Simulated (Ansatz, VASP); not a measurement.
## K in VASP and in Ansatz

```
CELL_PARAMETERS angstrom
7.65339 0.00000 0.00000
-3.82670 6.62803 0.00000
0.00000 0.00000 4.56462
ATOMIC_POSITIONS crystal
K 0.00000 0.00000 0.00000
K 0.33333 0.66667 0.50000
K 0.66667 0.33333 0.50000
```

Alike in both runs: task single point; functional PBE; k mesh 7 × 7 × 9; occupations fermi-dirac, width 0.1 eV; no spin polarisation.

|  | VASP | Ansatz |
| --- | --- | --- |
| version | VASP 6.6.1 | Ansatz 0.2.0 |
| potentials or method | VASP PAW PBE potentials, release 64 (K_sv), cutoff 520 eV | plane waves (420 eV) with PAW, scalar-relativistic |
| valence electrons in the cell | 27 | 27 |

```tsv
	VASP	Ansatz	Ansatz less VASP
pressure (GPa)	-0.1	-0.1	+0.01
```

With one functional, cell and mesh, what is left measures potentials, basis and numerics.
